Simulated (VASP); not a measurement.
The system is SiO2.

```
CELL_PARAMETERS angstrom
4.18650 0.00000 0.00000
0.00000 4.18650 0.00000
0.00000 0.00000 2.66840
ATOMIC_POSITIONS crystal
Si 0.00000 0.00000 0.00000
Si 0.50000 0.50000 0.50000
O 0.30590 0.30590 0.00000
O 0.19410 0.80590 0.50000
O 0.69410 0.69410 0.00000
O 0.80590 0.19410 0.50000
```

* Program: VASP 6.6.1
* Task: relaxation of cell and atoms
* Functional: LDA
* Potentials or basis: VASP PAW LDA potentials, release 64 (Si, O)
* Cutoff: 600 eV
* k mesh: 6 × 6 × 8
* Occupations: gaussian, width 0.02 eV
* Spin: no spin polarisation

At the start: pressure -4.8 GPa; volume 7.79 Å³/atom.

Question: How do energy, volume and symmetry change on relaxing?

Answer: Over 7 steps the energy falls by 2.1 meV/atom and the volume is 7.67 Å³/atom (-1.6 %); space group P4_2/mnm (No. 136, to 0.1 Å) before and after.

The path:
```csv
step,energy change (eV),largest force (eV/Å),pressure (GPa),volume (Å³)
1,0.0000,0.0465,-4.76,46.77
2,0.0069,0.2868,6.64,45.22
3,-0.0109,0.0964,0.08,46.08
4,-0.0125,0.0046,0.04,46.00
5,-0.0125,0.0132,0.05,46.00
6,-0.0125,0.0057,-0.03,46.01
7,-0.0125,0.0002,-0.01,46.01
```

Final structure:
```
Si O
1.0
     4.15415    0.00000    0.00000
     0.00000    4.15415    0.00000
     0.00000    0.00000    2.66596
Si O
2 4
Cartesian
  0.0000 4.1542 0.0000
  2.0771 2.0771 1.3330
  1.2686 1.2686 0.0000
  0.8084 3.3457 1.3330
  2.8855 2.8855 0.0000
  3.3457 0.8084 1.3330
```
